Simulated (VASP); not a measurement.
The system is Fe.

```xyz
2
Lattice="2.5538 0.0000 0.0000 -1.2769 2.2116 0.0000 0.0000 0.0000 4.1703" Properties=species:S:1:pos:R:3 pbc="T T T"
Fe    0.0000    1.4744    1.0426
Fe    1.2769    0.7372    3.1277
```

This isn't the form of Fe at room conditions, which is bcc.

| Property | Result |
| --- | --- |
| Program | VASP 6.6.1 |
| Task | relaxation of cell and atoms |
| Functional | revPBE |
| Potentials or basis | VASP PAW PBE potentials, release 64 (Fe) |
| Cutoff | 600 eV |
| k mesh | 14 × 14 × 8 |
| Occupations | fermi-dirac, width 0.1 eV |
| Spin | no spin polarisation |

At the start: pressure -25.8 GPa; volume 11.78 Å³/atom.

Problem. How do energy, volume and symmetry change on relaxing?

Solution. Over 9 steps the energy falls by 139.7 meV/atom and the volume is 10.34 Å³/atom (-12.2 %); space group P6_3/mmc (No. 194, to 0.1 Å) before and after.

Step by step:
| step | energy change (eV) | largest force (eV/Å) | pressure (GPa) | volume (Å³) |
| --- | --- | --- | --- | --- |
| 1 | 0.0000 | 0.0000 | -25.81 | 23.55 |
| 2 | 0.2341 | 0.0000 | 62.76 | 17.65 |
| 3 | -0.2746 | 0.0000 | -0.76 | 20.75 |
| 4 | -0.2750 | 0.0000 | 0.26 | 20.67 |
| 5 | -0.2750 | 0.0000 | 0.99 | 20.62 |
| 6 | -0.2792 | 0.0000 | 0.58 | 20.65 |
| 7 | -0.2794 | 0.0000 | 0.63 | 20.65 |
| 8 | -0.2793 | 0.0000 | -0.75 | 20.75 |
| 9 | -0.2794 | 0.0000 | 0.03 | 20.69 |

Final structure:
```yaml
crystal:
  lattice:
    - [2.47238, 0.00000, 0.00000]
    - [-1.23619, 2.14114, 0.00000]
    - [0.00000, 0.00000, 3.90838]
  atoms:
    - { symbol: Fe, position: [0.33333, 0.66667, 0.25000] }
    - { symbol: Fe, position: [0.66667, 0.33333, 0.75000] }
```

Caveat: the PAW data sets were made with another functional, which shifts forces and pressure a little; the run has no spin polarisation, though such a crystal can be magnetic.
